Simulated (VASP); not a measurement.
Input of a VASP 6.6.1 run:

The input INCAR:

```
  PREC = Accurate
  ENCUT = 520
  EDIFF = 1E-7
  ISMEAR = 0
  SIGMA = 0.05
  LREAL = False
  LASPH = True
  NELM = 60
  ALGO = Normal
  ISIF = 2
  LWAVE = False
  LCHARG = False
  GGA = PS
  NBANDS = 30
```

Contents of KPOINTS:

```
regular mesh
0
Gamma
  6 6 6
```

File POSCAR:

```
CsPbCl3
1.0
    5.6470375000      0.0000000000      0.0000000000
    0.0000000000      5.5629625000      0.0000000000
    0.0000000000      0.0000000000      5.6050000000
Cs Pb Cl
1 1 3
Direct
    0.0000000000      0.0000000000      0.0000000000
    0.5000000000      0.5000000000      0.5000000000
    0.0000000000      0.5000000000      0.5000000000
    0.5000000000      0.0000000000      0.5000000000
    0.5000000000      0.5000000000      0.0000000000
```

Potentials or basis: VASP PAW PBE potentials, release 64 (Cs_sv, Pb_d, Cl).

Launch:

```sh
$ cat potpaw_PBE.64/Cs_sv/POTCAR potpaw_PBE.64/Pb_d/POTCAR potpaw_PBE.64/Cl/POTCAR > POTCAR
$ mpirun -np 1 vasp_std > vasp.out
```

(1) Predict the pressure.

(2) Predict the band gap on the k mesh.

## Answers

(1) 0.2 GPa.

(2) 1.75 eV.

Caveat: the cell differs from its parent crystal (strain +0.0075 x Voigt [1, -1, 0, 0, 0, 0]); the PAW data sets were made with another functional, which shifts forces and pressure a little; spin-orbit coupling is left out, which moves the levels of the heavy elements.
